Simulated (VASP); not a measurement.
**BN: single point with PBEsol**

Crystal: BN.

```
N B
1.0
     0.00000    1.83113    1.81300
     1.83113    0.00000    1.81300
     1.83113    1.83113    0.00000
N B
1 1
Direct
  0.25000 0.25000 0.25000
  0.00000 0.00000 0.00000
```

| Quantity | Value |
| --- | --- |
| Program | VASP 6.6.1 |
| Task | single point |
| Functional | PBEsol |
| Potentials or basis | VASP PAW PBE potentials, release 64 (N, B) |
| Cutoff | 600 eV |
| k mesh | 10 × 10 × 10 |
| Occupations | fermi-dirac, width 0.05 eV |
| Spin | no spin polarisation |

```json
{"Pressure": "-13.0 GPa", "Band gap on the k mesh": "4.07 eV, indirect (least direct gap 8.52 eV)"}
```

Stress tensor (GPa, compression positive):
```
-14.97   0.00   0.00
  0.00 -14.97   0.00
  0.00   0.00  -9.19
```

Levels at points of the mesh, in eV from the valence-band top:
| k point | band 1 | band 2 | band 3 | band 4 | band 5 | band 6 | band 7 | band 8 | band 9 |
| --- | --- | --- | --- | --- | --- | --- | --- | --- | --- |
| (0.00, 0.00, 0.00) | -19.99 | -0.09 | -0.09 | 0.00 | 8.52 | 8.59 | 8.59 | 9.74 | 23.91 |
| (0.50, 0.00, 0.00) | -15.86 | -10.58 | -2.03 | -1.88 | 9.62 | 10.35 | 10.49 | 14.72 | 22.71 |
| (0.50, 0.50, 0.00) | -14.45 | -8.75 | -4.95 | -4.95 | 4.07 | 8.71 | 17.39 | 17.39 | 20.20 |
| (0.50, 0.00, 0.50) | -14.56 | -8.89 | -4.82 | -4.82 | 4.24 | 8.94 | 17.29 | 17.44 | 20.00 |

It took 10 s on 1 thread of Intel(R) Xeon(R) Platinum 8124M CPU @ 3.00GHz (Skylake/Cascade Lake), on a shared host, peak memory 0.14 GiB.

Caveat: the PAW data sets were made with another functional, which shifts forces and pressure a little. Expect the measured gap to be larger: semilocal functionals such as PBEsol lack the derivative discontinuity.
